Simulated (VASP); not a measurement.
# Sr (Fm-3m) in VASP: further runs

Aim: see how the results for Sr move with the level of theory and the settings. Levels: LDA, r2SCAN. Tasks: single point.

All numbers are computed with VASP 6.6.1; they aren't measurements. Logs are shortened: lines on timing, memory, paths and dates and some standing lists are left out, and cuts for length are marked.

## Step 1: The cell of the first run

Symmetry: Fm-3m, No. 225, cubic system. Conventional cell: a = 6.165 Å, b = 6.165 Å, c = 6.165 Å, α = 90.00°, β = 90.00°, γ = 90.00°. Sr (site symmetry m-3m) has 12 Sr at 4.36 Å within 5.7 Å.

## Step 2: Single point, LDA

INCAR reads:

```
SYSTEM = Sr
PREC = Accurate
ENCUT = 520
EDIFF = 1E-6
ISMEAR = -1
SIGMA = 0.05
LREAL = .False.
LASPH = .True.
NELM = 100
ALGO = Normal
ISIF = 2
LWAVE = .False.
LCHARG = .False.
GGA = CA
NBANDS = 11
```

KPOINTS reads:

```
regular mesh
0
Gamma
  6 6 6
  0 0 0
```

POSCAR reads:

```
Sr
1.0
    0.0000000000      3.0823855122      3.0823855122
    3.0823855122      0.0000000000      3.0823855122
    3.0823855122      3.0823855122      0.0000000000
Sr
1
Direct
    0.0000000000      0.0000000000      0.0000000000
```

Potentials or basis: VASP PAW LDA potentials, release 64 (Sr_sv).

Started as:

```console
> cat potpaw_LDA.64/Sr_sv/POTCAR > POTCAR
> mpirun -np 1 vasp_std > vasp.out
```

OUTCAR:

```text
SYSTEM = Sr
   PREC = Accurate
   ENCUT = 520
   EDIFF = 1E-6
   ISMEAR = -1
   LREAL = .False.
   LASPH = .True.
   NELM = 100
   ISIF = 2
   GGA = CA

 ion  position               nearest neighbor table
   1  0.000  0.000  0.000-

  LATTYP: Found a face centered cubic cell.
 ALAT       =     6.1647710244

  Lattice vectors:

 A1 = (   0.0000000000,   3.0823855122,   3.0823855122)
 A2 = (   3.0823855122,   0.0000000000,   3.0823855122)
 A3 = (   3.0823855122,   3.0823855122,   0.0000000000)

Analysis of symmetry for initial positions (statically):
=====================================================================
 Subroutine PRICEL returns:
 Original cell was already a primitive cell.

 Routine SETGRP: Setting up the symmetry group for a
 face centered cubic supercell.

 Subroutine GETGRP returns: Found 48 space group operations
 (whereof 48 operations were pure point group operations)
 out of a pool of 48 trial point group operations.

The static configuration has the point symmetry O_h .

Analysis of symmetry for dynamics (positions and initial velocities):
=====================================================================
 Subroutine PRICEL returns:
 Original cell was already a primitive cell.

 Routine SETGRP: Setting up the symmetry group for a
 face centered cubic supercell.

 Subroutine GETGRP returns: Found 48 space group operations
 (whereof 48 operations were pure point group operations)
 out of a pool of 48 trial point group operations.

The dynamic configuration has the point symmetry O_h .

 Subroutine INISYM returns: Found 48 space group operations
 (whereof 48 operations are pure point group operations),
 and found     1 'primitive' translations

----------------------------------------------------------------------------------------

                                     Primitive cell

  volume of cell :      58.5721

  direct lattice vectors                    reciprocal lattice vectors
     0.000000000  3.082385512  3.082385512    -0.162212026  0.162212026  0.162212026
     3.082385512  0.000000000  3.082385512     0.162212026 -0.162212026  0.162212026
     3.082385512  3.082385512  0.000000000     0.162212026  0.162212026 -0.162212026

  length of vectors
     4.359151396  4.359151396  4.359151396     0.280959471  0.280959471  0.280959471

[... 70 lines left out ...]
   LREAL  =      F    real-space projection
   EDIFFG = 0.1E-04   stopping-criterion for IOM
   NSW    =      0    number of steps for IOM
   IBRION =     -1    ionic relax: 0-MD 1-quasi-New 2-CG
   NFREE  =      0    steps in history (QN), initial steepest desc. (CG)
   ISIF   =      2    stress and relaxation
   ISYM   =      2    0-nonsym 1-usesym 2-fastsym
   POTIM  = 0.5000    time-step for ionic-motion
   TEBEG  =    0.0;   TEEND  =   0.0 temperature during run
   PSTRESS=    0.0 pullay stress
   NELECT =      10.0000    total number of electrons
   NUPDOWN=      -1.0000    fix difference up-down
   EMIN   =  10.00;   EMAX   =-10.00  energy-range for DOS
   EFERMI =   0.00;   METHOD = LEGACY
   ISMEAR =    -1;   SIGMA  =   0.05  broadening in eV -4-tet -1-fermi 0-gaus
   EFERMI_NEDOS =   21; number of points for ismear=-14 and -15
   IALGO  =     38    algorithm
   IMIX   =      4    mixing-type and parameters
     AMIX     =   0.40;   BMIX     =  1.00
     AMIX_MAG =   1.60;   BMIX_MAG =  1.00
  volume/ion in A,a.u.               =      58.57       395.26
  Fermi-wavevector in a.u.,A,eV,Ry     =   0.908192  1.716235 11.222269  0.824813
  Thomas-Fermi vector in A             =   2.032090
   LORBIT       =      0    0 simple, 1 ext, 2 COOP (PROOUT), +10 PAW based schemes
   GGA     = CA    functional components
   LHFCALC =     F    Hartree Fock is set to
   AEXX    =    0.0000 exact exchange contribution
   IVDW    =     0    specifies the selected vdW correction
   LEPSILON=     F    determine dielectric tensor
   LRPA    =     F    only Hartree local field effects (RPA)
 non-spin polarized calculation
  energy-cutoff  :      520.00
  volume of cell :       58.57
 maximum number of plane-waves:      1591
   NGX = 17   NGY = 17   NGZ = 17

 number of electron      10.0000000 magnetization

 Free energy of the ion-electron system (eV)
  ---------------------------------------------------
  ext. energy  EPLUGINS =         0.00000000
  ---------------------------------------------------
  free energy    TOTEN  =        -1.81613988 eV

  energy without entropy =       -1.79909878  energy(sigma->0) =       -1.80761933

 E-fermi :   1.2013     XC(G=0):  -7.3603

 val. band max:        1.1488707991   @ k =  -0.3333   0.3333   0.1667
 cond. band min:       1.2564349730   @ k =  -0.3333   0.3333   0.1667
 fundamental gap:      0.1075641739
 Fermi energy:         1.2012799435

 k-point     1 :       0.0000    0.0000    0.0000
  band No.  band energies     occupation
      1     -35.3573      2.00000
      2     -17.3505      2.00000
      3     -17.3505      2.00000
      4     -17.3505      2.00000
      5      -2.3503      2.00000
      6       3.3889      0.00000
      7       3.3889      0.00000
      8       3.3889      0.00000
      9       4.7418      0.00000
     10       4.7418      0.00000
     11       8.2011      0.00000
[... 197 lines left out ...]
 k-point    16 :      -0.3333    0.5000    0.1667
  band No.  band energies     occupation
      1     -35.3431      2.00000
      2     -17.4787      2.00000
      3     -17.4327      2.00000
      4     -17.4106      2.00000
      5       1.0762      1.84854
      6       1.6664      0.00018
      7       1.9725      0.00000
      8       3.7110      0.00000
      9       5.9929      0.00000
     10       6.0423      0.00000
     11       6.2431      0.00000

------------------------ aborting loop because EDIFF is reached ----------------------------------------

  FORCE on cell =-STRESS in cart. coord.  units (eV):
  Direction    XX          YY          ZZ          XY          YZ          ZX
  --------------------------------------------------------------------------------------
  -------------------------------------------------------------------------------------
  Total       -0.6739095     -0.6739095     -0.6739095     -0.0000000      0.0000000     -0.0000000
  in kB      -18.4340727    -18.4340727    -18.4340727     -0.0000000      0.0000000     -0.0000000
  external PRESSURE =     -18.4340727 kB  Pullay stress =       0.0000000 kB

 VOLUME and BASIS-vectors are now :
 -----------------------------------------------------------------------------
  energy-cutoff  :      520.00
  volume of cell :       58.57
      direct lattice vectors                 reciprocal lattice vectors
     0.000000000  3.082385512  3.082385512    -0.162212026  0.162212026  0.162212026
     3.082385512  0.000000000  3.082385512     0.162212026 -0.162212026  0.162212026
     3.082385512  3.082385512  0.000000000     0.162212026  0.162212026 -0.162212026

 POSITION                                       TOTAL-FORCE (eV/Angst)
 -----------------------------------------------------------------------------------
      0.00000      0.00000      0.00000        -0.000000      0.000000      0.000000
 -----------------------------------------------------------------------------------
    total drift:                                0.000000      0.000000      0.000000

  FREE ENERGIE OF THE ION-ELECTRON SYSTEM (eV)
  ---------------------------------------------------
  free  energy   TOTEN  =        -1.8161398765 eV

  energy  without entropy=       -1.7990987828  energy(sigma->0) =       -1.80761933
```

stdout:

```text
POSCAR found type information on POSCAR Sr
 POSCAR found :  1 types and       1 ions
 scaLAPACK will be used
 LDA part: xc-table for (Slater(with rela. corr.)+CA(PZ))
 , standard interpolation
 POSCAR, INCAR and KPOINTS ok, starting setup
 FFT: planning ... GRIDC
 FFT: planning ... GRID_SOFT
 FFT: planning ... GRID
 WAVECAR not read
 entering main loop
```

It took 4.7 s on 1 thread of AMD EPYC 7R13, shared host; peak memory 0.15 GiB.

Results:

```yaml
Free_energy: -1.8161 eV
Pressure: -1.8 GPa
Band_gap_on_the_k_mesh: 0.11 eV, direct
```

A k mesh can miss the band edges.

## Step 3: Single point, LDA

This run uses another cell than the first one, of 59.70 Å³/atom, 1.019 times its volume.

INCAR reads:

```
PREC = Accurate ; ENCUT = 520
EDIFF = 1E-6 ; ISMEAR = -1
SIGMA = 0.05 ; LREAL = False
LASPH = True ; NELM = 100
ALGO = Normal ; ISIF = 2
LWAVE = False ; LCHARG = True
LELF = True ; LVHAR = True
NBANDS = 11
```

KPOINTS reads:

```
regular mesh
0
Gamma
  6 6 6
```

POSCAR reads:

```
Sr
1.0
    0.0000000000      3.1020190703      3.1020190703
    3.1020190703      0.0000000000      3.1020190703
    3.1020190703      3.1020190703      0.0000000000
Sr
1
Direct
    0.0000000000      0.0000000000      0.0000000000
```

Potentials or basis: VASP PAW LDA potentials, release 64 (Sr_sv).

Started as:

```console
> cat potpaw_LDA.64/Sr_sv/POTCAR > POTCAR
> mpirun -np 1 vasp_std > vasp.out
```

Wall time 11 s (1 thread of AMD EPYC 7R13, shared host); peak memory 0.17 GiB.

Results (log left out):

```
Free energy            : -1.8028 eV
Pressure               : -2.0 GPa
Band gap on the k mesh : 0.11 eV, indirect (the least direct gap lies 1.6 meV higher)
```

Levels at points of the mesh, in eV from the valence-band top:
```csv
k point,band 2,band 3,band 4,band 5,band 6,band 7,band 8,band 9
"(0.00, 0.00, 0.00)",-18.53,-18.53,-18.53,-3.46,2.22,2.22,2.22,3.55
"(0.50, 0.00, 0.00)",-18.68,-18.55,-18.55,-1.06,0.11,2.09,2.09,4.50
"(0.50, 0.50, 0.00)",-18.67,-18.59,-18.59,-0.51,0.42,1.00,4.50,4.77
```

A k mesh can miss the band edges.

## Step 4: Single point, r2SCAN

This run uses another cell than the first one, of 52.94 Å³/atom, 0.904 times its volume.

POSCAR reads:

```
Sr
1.0
    0.0000000000      2.9802437979      2.9802437979
    2.9802437979      0.0000000000      2.9802437979
    2.9802437979      2.9802437979      0.0000000000
Sr
1
Direct
    0.0000000000      0.0000000000      0.0000000000
```

INCAR.step1 reads:

```
ALGO = Normal ; EDIFF = 1E-4
ENCUT = 520 ; GGA = PE
ISMEAR = -1 ; LASPH = True
LCHARG = False ; LREAL = False
LWAVE = True ; NBANDS = 11
NELM = 80 ; PREC = Accurate
SIGMA = 0.05
```

INCAR.step2 reads:

```
ALGO = Normal ; EDIFF = 1E-6
ENCUT = 520 ; ISIF = 2
ISMEAR = -1 ; ISTART = 1
LASPH = True ; LCHARG = False
LMIXTAU = True ; LREAL = False
LWAVE = False ; METAGGA = R2SCAN
NBANDS = 11 ; NELM = 80
PREC = Accurate ; SIGMA = 0.05
```

KPOINTS reads:

```
k-points
0
Gamma
  6 6 6
```

Potentials or basis: VASP PAW PBE potentials, release 64 (Sr_sv).

Started as:

```console
> cat potpaw_PBE.64/Sr_sv/POTCAR > POTCAR
> cp INCAR.step1 INCAR
> mpirun -np 1 vasp_std > vasp.out
> cp INCAR.step2 INCAR
> mpirun -np 1 vasp_std > vasp.out
```

It took 24 s on 1 thread of AMD EPYC 7R13, shared host; peak memory 0.18 GiB.

It converged, with:

```yaml
Free_energy: -15.0733 eV
Pressure: 0.9 GPa
```

Levels at points of the mesh, in eV from the Fermi level:
```tsv
k point	band 3	band 4	band 5	band 6	band 7	band 8
(0.00, 0.00, 0.00)	-19.23	-19.23	-3.92	2.71	2.71	2.71
(0.50, 0.00, 0.00)	-19.26	-19.26	-1.11	-0.01	2.50	2.50
(0.50, 0.50, 0.00)	-19.32	-19.32	-0.68	0.42	1.11	5.44
```

Caveat: the PAW data sets were made with another functional, which shifts forces and pressure a little.

## Step 5: Single point, r2SCAN

This run uses another cell than the first one, of 54.07 Å³/atom, 0.923 times its volume.

POSCAR reads:

```
Sr
1.0
    0.0000000000      3.0012321217      3.0012321217
    3.0012321217      0.0000000000      3.0012321217
    3.0012321217      3.0012321217      0.0000000000
Sr
1
Direct
    0.0000000000      0.0000000000      0.0000000000
```

INCAR.step1 reads:

```
ALGO = Normal
EDIFF = 1E-4
ENCUT = 520
GGA = PE
ISMEAR = -1
LASPH = T
LCHARG = F
LREAL = F
LWAVE = T
NBANDS = 11
NELM = 80
PREC = Accurate
SIGMA = 0.05
```

INCAR.step2 reads:

```
ALGO = Normal
EDIFF = 1E-6
ENCUT = 520
ISIF = 2
ISMEAR = -1
ISTART = 1
LASPH = T
LCHARG = T
LELF = T
LMIXTAU = T
LREAL = F
LVHAR = T
LWAVE = F
METAGGA = R2SCAN
NBANDS = 11
NELM = 80
PREC = Accurate
SIGMA = 0.05
```

KPOINTS is that of step 4.

Potentials or basis: VASP PAW PBE potentials, release 64 (Sr_sv).

Started as:

```console
> cat potpaw_PBE.64/Sr_sv/POTCAR > POTCAR
> cp INCAR.step1 INCAR
> mpirun -np 1 vasp_std > vasp.out
> cp INCAR.step2 INCAR
> mpirun -np 1 vasp_std > vasp.out
```

OUTCAR:

```text
EDIFF = 1E-6
   ENCUT = 520
   ISIF = 2
   ISMEAR = -1
   ISTART = 1
   LASPH = T
   LREAL = F
   METAGGA = R2SCAN
   NELM = 80
   PREC = Accurate

 ion  position               nearest neighbor table
   1  0.000  0.000  0.000-

  LATTYP: Found a face centered cubic cell.
 ALAT       =     6.0024642434

  Lattice vectors:

 A1 = (   0.0000000000,   3.0012321217,   3.0012321217)
 A2 = (   3.0012321217,   0.0000000000,   3.0012321217)
 A3 = (   3.0012321217,   3.0012321217,   0.0000000000)

Analysis of symmetry for initial positions (statically):
=====================================================================
 Subroutine PRICEL returns:
 Original cell was already a primitive cell.

 Routine SETGRP: Setting up the symmetry group for a
 face centered cubic supercell.

 Subroutine GETGRP returns: Found 48 space group operations
 (whereof 48 operations were pure point group operations)
 out of a pool of 48 trial point group operations.

The static configuration has the point symmetry O_h .

Analysis of symmetry for dynamics (positions and initial velocities):
=====================================================================
 Subroutine PRICEL returns:
 Original cell was already a primitive cell.

 Routine SETGRP: Setting up the symmetry group for a
 face centered cubic supercell.

 Subroutine GETGRP returns: Found 48 space group operations
 (whereof 48 operations were pure point group operations)
 out of a pool of 48 trial point group operations.

The dynamic configuration has the point symmetry O_h .

 Subroutine INISYM returns: Found 48 space group operations
 (whereof 48 operations are pure point group operations),
 and found     1 'primitive' translations

----------------------------------------------------------------------------------------

                                     Primitive cell

[... 101 lines left out ...]
  Fermi-wavevector in a.u.,A,eV,Ry     =   0.932750  1.762642 11.837375  0.870023
  Thomas-Fermi vector in A             =   2.059380
   LORBIT       =      0    0 simple, 1 ext, 2 COOP (PROOUT), +10 PAW based schemes
   METAGGA = R2SCAN    functional components
   LHFCALC =     F    Hartree Fock is set to
   AEXX    =    0.0000 exact exchange contribution
   IVDW    =     0    specifies the selected vdW correction
   LEPSILON=     F    determine dielectric tensor
   LRPA    =     F    only Hartree local field effects (RPA)
 non-spin polarized calculation
  energy-cutoff  :      520.00
  volume of cell :       54.07
 maximum number of plane-waves:      1470
   NGX = 15   NGY = 15   NGZ = 15

 number of electron      10.0000000 magnetization

 Free energy of the ion-electron system (eV)
  ---------------------------------------------------
  ext. energy  EPLUGINS =         0.00000000
  ---------------------------------------------------
  free energy    TOTEN  =       -15.07868854 eV

  energy without entropy =      -15.06044779  energy(sigma->0) =      -15.06956817

 E-fermi :   1.6928     XC(G=0):  -7.8417

 val. band max:        1.6701140632   @ k =  -0.3333   0.3333   0.1667
 cond. band min:       1.7460669171   @ k =  -0.3333   0.3333   0.1667
 fundamental gap:      0.0759528538
 Fermi energy:         1.6927836857

 k-point     1 :       0.0000    0.0000    0.0000
  band No.  band energies     occupation
      1     -36.3215      2.00000
      2     -17.5781      2.00000
      3     -17.5781      2.00000
      4     -17.5781      2.00000
      5      -2.1875      2.00000
      6       4.3884      0.00000
      7       4.3884      0.00000
      8       4.3884      0.00000
      9       5.9553      0.00000
     10       5.9553      0.00000
     11       9.2260      0.00000
[... 197 lines left out ...]
 k-point    16 :      -0.3333    0.5000    0.1667
  band No.  band energies     occupation
      1     -36.2997      2.00000
      2     -17.7506      2.00000
      3     -17.6877      2.00000
      4     -17.6578      2.00000
      5       1.5210      1.93756
      6       2.2474      0.00003
      7       2.5475      0.00000
      8       4.8576      0.00000
      9       7.3901      0.00000
     10       7.6342      0.00000
     11       7.6763      0.00000

------------------------ aborting loop because EDIFF is reached ----------------------------------------

  FORCE on cell =-STRESS in cart. coord.  units (eV):
  Direction    XX          YY          ZZ          XY          YZ          ZX
  --------------------------------------------------------------------------------------
  -------------------------------------------------------------------------------------
  Total        0.2068456      0.2068456      0.2068456     -0.0000000      0.0000000      0.0000000
  in kB        6.1295427      6.1295427      6.1295427     -0.0000000      0.0000000      0.0000000
  external PRESSURE =       6.1295427 kB  Pullay stress =       0.0000000 kB

 VOLUME and BASIS-vectors are now :
 -----------------------------------------------------------------------------
  energy-cutoff  :      520.00
  volume of cell :       54.07
      direct lattice vectors                 reciprocal lattice vectors
     0.000000000  3.001232122  3.001232122    -0.166598244  0.166598244  0.166598244
     3.001232122  0.000000000  3.001232122     0.166598244 -0.166598244  0.166598244
     3.001232122  3.001232122  0.000000000     0.166598244  0.166598244 -0.166598244

 POSITION                                       TOTAL-FORCE (eV/Angst)
 -----------------------------------------------------------------------------------
      0.00000      0.00000      0.00000         0.000000      0.000000      0.000000
 -----------------------------------------------------------------------------------
    total drift:                                0.000000      0.000000      0.000000

  FREE ENERGIE OF THE ION-ELECTRON SYSTEM (eV)
  ---------------------------------------------------
  free  energy   TOTEN  =       -15.0786885424 eV

  energy  without entropy=      -15.0604477923  energy(sigma->0) =      -15.06956817
```

Run time: 25 s. Hardware: 1 thread of AMD EPYC 7R13, shared host; peak memory 0.18 GiB.

Results:

| Item | Value |
| --- | --- |
| Free energy | -15.0787 eV |
| Pressure | 0.6 GPa |
| Band gap on the k mesh | zero (band 5 reaches 1.67 eV, above the bottom of band 6 at 1.66 eV) |

Caveat: the PAW data sets were made with another functional, which shifts forces and pressure a little.

## Step 6: Overview

| level | potentials or basis | cell | gap on the mesh (eV) | pressure (GPa) |
| --- | --- | --- | --- | --- |
| LDA | VASP PAW LDA potentials, release 64 (Sr_sv) | a = 4.359 Å, angles 60.0°, 1 atom | 0.11 | -1.8 |
| LDA | VASP PAW LDA potentials, release 64 (Sr_sv) | a = 4.387 Å, angles 60.0°, 1 atom | 0.11 | -2.0 |
| r2SCAN | VASP PAW PBE potentials, release 64 (Sr_sv) | a = 4.215 Å, angles 60.0°, 1 atom | - | 0.9 |
| r2SCAN | VASP PAW PBE potentials, release 64 (Sr_sv) | a = 4.244 Å, angles 60.0°, 1 atom | none | 0.6 |

Alike in all rows: task single point; no spin polarisation; k mesh 6 × 6 × 6; cutoff (eV) 520; smearing fermi-dirac 0.05 eV.

Caveats: the PAW data sets were made with another functional, which shifts forces and pressure a little (some runs).

Absolute energies hang on the potentials; compare differences alone.
